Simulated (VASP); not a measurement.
# Mg6NO6 in VASP: notebook, part 2 of 2

VASP 6.6.1.

## (3) Single point, PBE

Input file INCAR:

```
ALGO = Normal
DIPOL = 0.5 0.5 0.319
EDIFF = 1E-6
ENCUT = 520
GGA = PE
IDIPOL = 3
ISIF = 2
ISMEAR = 0
LASPH = True
LCHARG = False
LDIPOL = True
LREAL = Auto
LWAVE = False
NBANDS = 72
NELM = 60
PREC = Accurate
SIGMA = 0.05
```

Input file KPOINTS:

```
k-points
0
Gamma
  5 5 1
```

Input file POSCAR:

```
Mg6NO6
1.0
    6.0171792582      0.0000000000      0.0000000000
    0.0000000000      6.0171792582      0.0000000000
    0.0000000000      0.0000000000     20.8799623436
Mg O N
12 12 2
Direct
    0.2500000000      0.2500000000      0.1915712267
    0.2500000000      0.7500000000      0.1915712267
    0.7500000000      0.2500000000      0.1915712267
    0.7500000000      0.7500000000      0.1915712267
    0.0000000000      0.0000000000      0.2936999204
    0.0000000000      0.5000000000      0.2936999204
    0.5000000000      0.0000000000      0.2936999204
    0.5000000000      0.5000000000      0.2936999204
    0.2500000000      0.2500000000      0.3942063725
    0.2500000000      0.7500000000      0.3942063725
    0.7500000000      0.2500000000      0.3942063725
    0.7500000000      0.7500000000      0.3942063725
    0.0000000000      0.0000000000      0.1915712267
    0.0000000000      0.5000000000      0.1915712267
    0.5000000000      0.0000000000      0.1915712267
    0.5000000000      0.5000000000      0.1915712267
    0.2500000000      0.2500000000      0.2932336620
    0.2500000000      0.7500000000      0.2932336620
    0.7500000000      0.2500000000      0.2932336620
    0.7500000000      0.7500000000      0.2932336620
    0.0000000000      0.0000000000      0.3965506358
    0.0000000000      0.5000000000      0.3965506358
    0.5000000000      0.0000000000      0.3965506358
    0.5000000000      0.5000000000      0.3965506358
    0.0000000000      0.0625000000      0.5974246321
    0.0000000000      0.0625000000      0.6502102614
```

Potentials or basis: VASP PAW PBE potentials, release 64 (Mg, O, N).

The run is started by

```bash
cat potpaw_PBE.64/Mg/POTCAR potpaw_PBE.64/O/POTCAR potpaw_PBE.64/N/POTCAR > POTCAR
mpirun -np 1 vasp_std > vasp.out
```

OUTCAR:

```text
EDIFF = 1E-6
   ENCUT = 520
   GGA = PE
   ISIF = 2
   ISMEAR = 0
   LASPH = True
   LREAL = Auto
   NELM = 60
   PREC = Accurate

 ion  position               nearest neighbor table
   1  0.250  0.250  0.192-  17 2.12  14 2.13  15 2.13  16 2.13  13 2.13   3 3.01   2 3.01   2 3.01
                             3 3.01   8 3.01   5 3.01   6 3.01   7 3.01
   2  0.250  0.750  0.192-  18 2.12  14 2.13  15 2.13  16 2.13  13 2.13   4 3.01   1 3.01   1 3.01
                             4 3.01   8 3.01   5 3.01   6 3.01   7 3.01
   3  0.750  0.250  0.192-  19 2.12  14 2.13  15 2.13  16 2.13  13 2.13   4 3.01   1 3.01   4 3.01
                             1 3.01   8 3.01   5 3.01   6 3.01   7 3.01
   4  0.750  0.750  0.192-  20 2.12  14 2.13  15 2.13  16 2.13  13 2.13   3 3.01   2 3.01   3 3.01
                             2 3.01   8 3.01   5 3.01   6 3.01   7 3.01
   5  0.000  0.000  0.294-  17 2.13  18 2.13  19 2.13  20 2.13  13 2.13  21 2.15  11 2.99  12 2.99
                             9 2.99  10 2.99   6 3.01   7 3.01   6 3.01   7 3.01   3 3.01   4 3.01
   6  0.000  0.500  0.294-  17 2.13  18 2.13  19 2.13  20 2.13  14 2.13  22 2.15  11 2.99  12 2.99
                             9 2.99  10 2.99   5 3.01   8 3.01   5 3.01   8 3.01   3 3.01   4 3.01
   7  0.500  0.000  0.294-  17 2.13  18 2.13  19 2.13  20 2.13  15 2.13  23 2.15  11 2.99  12 2.99
                             9 2.99  10 2.99   5 3.01   8 3.01   8 3.01   5 3.01   3 3.01   4 3.01
   8  0.500  0.500  0.294-  17 2.13  18 2.13  19 2.13  20 2.13  16 2.13  24 2.15  11 2.99  12 2.99
                             9 2.99  10 2.99   6 3.01   7 3.01   7 3.01   6 3.01   3 3.01   4 3.01
   9  0.250  0.250  0.394-  17 2.11  21 2.13  22 2.13  23 2.13  24 2.13   6 2.99   7 2.99   8 2.99
[... 4 lines left out ...]
                             5 2.99  12 3.01   9 3.01  12 3.01   9 3.01
  12  0.750  0.750  0.394-  20 2.11  21 2.13  22 2.13  23 2.13  24 2.13   6 2.99   7 2.99   8 2.99
                             5 2.99  11 3.01  10 3.01  11 3.01  10 3.01
  13  0.000  0.000  0.192-   1 2.13   2 2.13   3 2.13   4 2.13   5 2.13
  14  0.000  0.500  0.192-   1 2.13   2 2.13   3 2.13   4 2.13   6 2.13
  15  0.500  0.000  0.192-   1 2.13   2 2.13   3 2.13   4 2.13   7 2.13
  16  0.500  0.500  0.192-   1 2.13   2 2.13   3 2.13   4 2.13   8 2.13
  17  0.250  0.250  0.293-   9 2.11   1 2.12   6 2.13   7 2.13   8 2.13   5 2.13
  18  0.250  0.750  0.293-  10 2.11   2 2.12   6 2.13   7 2.13   8 2.13   5 2.13
  19  0.750  0.250  0.293-  11 2.11   3 2.12   6 2.13   7 2.13   8 2.13   5 2.13
  20  0.750  0.750  0.293-  12 2.11   4 2.12   6 2.13   7 2.13   8 2.13   5 2.13
  21  0.000  0.000  0.397-   9 2.13  10 2.13  11 2.13  12 2.13   5 2.15
  22  0.000  0.500  0.397-   9 2.13  10 2.13  11 2.13  12 2.13   6 2.15
  23  0.500  0.000  0.397-   9 2.13  10 2.13  11 2.13  12 2.13   7 2.15
  24  0.500  0.500  0.397-   9 2.13  10 2.13  11 2.13  12 2.13   8 2.15
  25  0.000  0.062  0.597-  26 1.10
  26  0.000  0.062  0.650-  25 1.10

  LATTYP: Found a simple tetragonal cell.
[... 221 lines left out ...]

 val. band max:       -2.3737161447   @ k =   0.0000   0.0000   0.0000
 cond. band min:       0.7183482281   @ k =   0.4000   0.0000   0.0000
 fundamental gap:      3.0920643728
 Fermi energy:        -2.0541992925

 k-point     1 :       0.0000    0.0000    0.0000
  band No.  band energies     occupation
      1     -25.5894      2.00000
      2     -19.1037      2.00000
      3     -18.3435      2.00000
      4     -18.2880      2.00000
      5     -18.2880      2.00000
      6     -17.9848      2.00000
[... 601 lines left out ...]
     64       4.1068      0.00000
     65       4.3698      0.00000
 [bands above 65 left out]

------------------------ aborting loop because EDIFF is reached ----------------------------------------

 vacuum level on the upper side and lower side of the slab       (xc-potential included)        -0.038        -0.280

  FORCE on cell =-STRESS in cart. coord.  units (eV):
  Direction    XX          YY          ZZ          XY          YZ          ZX
  --------------------------------------------------------------------------------------
  -------------------------------------------------------------------------------------
  Total      -16.2555454    -16.2519010      1.0659319      0.0000000      0.0099788      0.0000000
  in kB      -34.4505783    -34.4428547      2.2590427      0.0000000      0.0211481      0.0000000
  external PRESSURE =     -22.2114634 kB  Pullay stress =       0.0000000 kB

 VOLUME and BASIS-vectors are now :
 -----------------------------------------------------------------------------
  energy-cutoff  :      520.00
  volume of cell :      755.99
      direct lattice vectors                 reciprocal lattice vectors
     6.017179258  0.000000000  0.000000000     0.166190827  0.000000000  0.000000000
     0.000000000  6.017179258  0.000000000     0.000000000  0.166190827  0.000000000
     0.000000000  0.000000000 20.879962344     0.000000000  0.000000000  0.047892807

 POSITION                                       TOTAL-FORCE (eV/Angst)
 -----------------------------------------------------------------------------------
      1.50429      1.50429      4.00000         0.000159      0.000097      0.452698
      1.50429      4.51288      4.00000         0.000067     -0.000065      0.452832
      4.51288      1.50429      4.00000        -0.000159      0.000097      0.452698
      4.51288      4.51288      4.00000        -0.000067     -0.000065      0.452832
      0.00000      0.00000      6.13244         0.000000     -0.000458     -0.014602
      0.00000      3.00859      6.13244         0.000000      0.000276     -0.022283
[... 18 lines left out ...]
      0.00000      0.37607     12.47420         0.000000      0.004710     -1.746393
      0.00000      0.37607     13.57637         0.000000     -0.001973      1.746958
 -----------------------------------------------------------------------------------
    total drift:                                0.000000     -0.000069      0.032214

  FREE ENERGIE OF THE ION-ELECTRON SYSTEM (eV)
  ---------------------------------------------------
  free  energy   TOTEN  =      -155.4524114300 eV

  energy  without entropy=     -155.4524114300  energy(sigma->0) =     -155.45241143

 vacuum level on the upper side and lower side of the slab         2.648         2.389
```

OSZICAR:

```text
N       E                     dE             d eps       ncg     rms          rms(c)
DAV:   1     0.925592667865E+03    0.92559E+03   -0.42856E+04  1344   0.117E+03
DAV:   2    -0.585433844705E+01   -0.93145E+03   -0.89990E+03  1864   0.282E+02
DAV:   3    -0.176490350677E+03   -0.17064E+03   -0.16957E+03  1544   0.126E+02
[... 19 lines left out ...]
DAV:  23    -0.155452364914E+03   -0.34272E-04   -0.54634E-06  1336   0.814E-03    0.254E-03
DAV:  24    -0.155452395690E+03   -0.30776E-04   -0.20074E-06  1168   0.586E-03    0.177E-03
DAV:  25    -0.155452407469E+03   -0.11779E-04   -0.84076E-07  1088   0.385E-03    0.217E-03
DAV:  26    -0.155452411263E+03   -0.37940E-05   -0.69797E-07   976   0.375E-03    0.504E-04
DAV:  27    -0.155452411430E+03   -0.16719E-06   -0.91371E-07   992   0.415E-03
   1 F= -.15545241E+03 E0= -.15545241E+03  d E =-.436748E-20
```

stdout:

```text
POSCAR found type information on POSCAR MgO N
 POSCAR found :  3 types and      26 ions
 scaLAPACK will be used
 LDA part: xc-table for (Slater+PW92), standard interpolation
 POSCAR, INCAR and KPOINTS ok, starting setup
 FFT: planning ... GRIDC
 FFT: planning ... GRID_SOFT
 FFT: planning ... GRID
 WAVECAR not read
 entering main loop
```

It took 12 min on 1 thread of AMD EPYC 9R45 (Zen 5), shared host; peak memory 0.86 GiB.

What came out:

```
Free energy            : -155.4524 eV
Largest force          : 1.747 eV/Å
Band gap on the k mesh : 3.09 eV (least direct gap 3.14 eV)
```

Forces in eV/Å, atoms in the order of the input:
```
Mg   0.000  0.000  0.453
Mg   0.000  0.000  0.453
Mg   0.000  0.000  0.453
Mg   0.000  0.000  0.453
Mg   0.000  0.000 -0.015
Mg   0.000  0.000 -0.022
Mg   0.000  0.000 -0.023
Mg   0.000  0.000 -0.026
Mg  -0.012 -0.010 -0.036
Mg  -0.010  0.010 -0.044
Mg   0.012 -0.010 -0.036
Mg   0.010  0.010 -0.044
O    0.000  0.000 -0.424
O    0.000  0.000 -0.424
O    0.000  0.000 -0.424
O    0.000  0.000 -0.424
O    0.002  0.002  0.029
O    0.002 -0.002  0.029
O   -0.002  0.002  0.029
O   -0.002 -0.002  0.029
O    0.000 -0.004 -0.018
O    0.000  0.002  0.008
O    0.000 -0.001  0.009
O    0.000  0.001  0.014
N    0.000  0.005 -1.746
N    0.000 -0.002  1.747
```

Caveat: the standard files for N, O and F lose accuracy on very short bonds.

## (4) Single point, PBE

Input file INCAR:

```
PREC = Accurate
ENCUT = 520
EDIFF = 1E-6
ISMEAR = 0
SIGMA = 0.05
LREAL = Auto
LASPH = T
NELM = 100
ALGO = Normal
ISIF = 2
LWAVE = F
LCHARG = T
LDIPOL = T
IDIPOL = 3
DIPOL = 0.5 0.5 0.318
GGA = PE
LELF = T
LVHAR = T
LVACPOTAV = T
NBANDS = 72
```

Input file KPOINTS:

```
Automatic mesh
0
Gamma
  5 5 1
```

POSCAR: that of step 3 with these lines changed.

```diff
@@ -32,3 +32,3 @@
     0.5000000000      0.5000000000      0.3965506358
-    0.0000000000      0.0625000000      0.5974246321
-    0.0000000000      0.0625000000      0.6502102614
+    0.0000000000      0.1875000000      0.5830544803
+    0.0000000000      0.1875000000      0.6358402883
```

The run is started by

```bash
cat potpaw_PBE.64/Mg/POTCAR potpaw_PBE.64/O/POTCAR potpaw_PBE.64/N/POTCAR > POTCAR
mpirun -np 1 vasp_std > vasp.out
```

Run time: 13 min. Hardware: 1 thread of AMD EPYC 9R45 (Zen 5), shared host; peak memory 0.86 GiB.

Results (log left out):

- Free energy: -155.4556 eV
- Largest force: 1.750 eV/Å
- Band gap on the k mesh: 3.07 eV (least direct gap 3.12 eV)

Forces in eV/Å, atoms in the order of the input:
```
Mg   0.000  0.000  0.452
Mg   0.000  0.000  0.453
Mg   0.000  0.000  0.452
Mg   0.000  0.000  0.453
Mg   0.000 -0.002 -0.015
Mg   0.000  0.001 -0.020
Mg   0.000 -0.001 -0.025
Mg   0.000  0.001 -0.026
Mg  -0.019 -0.006 -0.028
Mg  -0.012  0.005 -0.052
Mg   0.019 -0.006 -0.028
Mg   0.012  0.005 -0.052
O    0.000  0.000 -0.424
O    0.000  0.000 -0.424
O    0.000  0.000 -0.424
O    0.000  0.000 -0.424
O    0.003  0.001  0.030
O    0.004 -0.001  0.028
O   -0.003  0.001  0.030
O   -0.004 -0.001  0.028
O    0.000 -0.012 -0.017
O    0.000  0.009  0.001
O    0.000 -0.002  0.014
O    0.000  0.002  0.016
N    0.000  0.009 -1.750
N    0.000 -0.004  1.749
```

Levels at points of the mesh, in eV from the valence-band top:
```
           k point  band 49  band 50  band 51  band 52  band 53  band 54  band 55  band 56  band 57  band 58
(0.00, 0.00, 0.00)    -0.37    -0.20    -0.20     0.00     0.00     3.14     3.15     3.24     3.87     4.72
```

Caveat: the standard files for N, O and F lose accuracy on very short bonds.

## (5) Summary

| cell | gap on the mesh (eV) | largest force (eV/Å) |
| --- | --- | --- |
| as given, atomic positions A | 3.03 | 1.75 |
| as given, atomic positions B | 3.09 | 1.75 |
| as given, atomic positions C | 3.07 | 1.75 |

Alike in all rows: task single point; level PBE; potentials or basis VASP PAW PBE potentials, release 64 (Mg, O, N); no spin polarisation; k mesh 5 × 5 × 1; cutoff (eV) 520; smearing gaussian 0.05 eV.

Caveats: the standard files for N, O and F lose accuracy on very short bonds.

Total energies depend on the potentials used, so only differences within one code and one set of settings carry meaning.
